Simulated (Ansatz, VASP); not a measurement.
## One calculation of MoS3, two programs

INCAR

```
SYSTEM = MoS3
ALGO     = Normal         ! electronic algorithm
EDIFF    = 1E-6           ! SCF threshold, eV
ENCUT    = 520            ! plane-wave cutoff, eV
GGA      = PE             ! functional
ISIF     = 2              ! what is computed and relaxed
ISMEAR   = 0              ! smearing method
ISPIN    = 2              ! spin polarisation
LASPH    = .True.         ! aspherical terms in the spheres
LCHARG   = .False.        ! write CHGCAR
LMAXMIX  = 4              ! l up to which the mixer works
LORBIT   = 11             ! projections on sites
LREAL    = .False.        ! projectors in reciprocal space
LWAVE    = .False.        ! write WAVECAR
MAGMOM   = 1 0 0 0        ! initial moments
NBANDS   = 28             ! bands
NELM     = 150            ! most SCF steps
PREC     = Accurate       ! precision mode
SIGMA    = 0.1            ! smearing width, eV
```

File KPOINTS:

```
k-points
0
Gamma
  6 6 4
  0 0 0
```

File POSCAR:

```
MoS3
1.0
    3.6678986300      0.0000000000      0.0000000000
    0.0000000000      3.6678986300      0.0000000000
    0.0000000000      0.0000000000      6.4202835400
Mo S
1 3
Direct
    0.5000000000      0.5000000000      0.0000000000
    0.0000000000      0.0000000000      0.7331845400
    0.0000000000      0.0000000000      0.2668154600
    0.0000000000      0.0000000000      0.0000000000
```

Input for Ansatz:

```yaml
crystal:
  lattice:
    - [3.66789863, 0.0, 0.0]
    - [0.0, 3.66789863, 0.0]
    - [0.0, 0.0, 6.42028354]
  atoms:
    - { symbol: Mo, position: [0.5, 0.5, 0.0], spin: 1.0 }
    - { symbol: S, position: [0.0, 0.0, 0.73318454] }
    - { symbol: S, position: [0.0, 0.0, 0.26681546] }
    - { symbol: S, position: [0.0, 0.0, 0.0] }
basis:
  ecutwfc: 420
kpoints:
  mp_grid: { grid: [6, 6, 4] }
hamiltonian:
  xc: pbe
scf:
  occupations: { method: gaussian, width: 0.1 }
  lower_state_search: "off"
output:
  forces: true
  stress: true
  eigenvalues: true
  populations: true
magnetization:
  spin_polarized: true
```

Alike in both runs: task single point; functional PBE; k mesh 6 × 6 × 4; occupations gaussian, width 0.1 eV; collinear spin.

|  | VASP | Ansatz |
| --- | --- | --- |
| version | VASP 6.6.1 | Ansatz 0.2.0 |
| potentials or method | VASP PAW PBE potentials, release 64 (Mo_sv, S), cutoff 520 eV | scalar-relativistic, plane waves, PAW |
| valence electrons in the cell | 32 | 32 |

Ansatz gave:

* gap on the k mesh at the Fermi level (eV): none
* pressure (GPa): 24.1
* traceless stress, the component that is largest in VASP (GPa): 61.57
* rms of the force components (eV/Å): 5.456
* net moment per atom (μB): 0.54
* size of the moment on the site where the two differ most (μB): 1.84

Task: Which values does VASP return?

Result: gap on the k mesh at the Fermi level (eV): none; pressure (GPa): 22.9; traceless stress, the component that is largest in VASP (GPa): 59.38; rms of the force components (eV/Å): 5.250; net moment per atom (μB): 0.54; size of the moment on the site where the two differ most (μB): 2.14.

Site moments also hang on the region over which each program counts them. Atom by atom the forces differ by 0.206 eV/Å (rms over components). A gap of «none» marks a metal or a gap that the smearing closes.
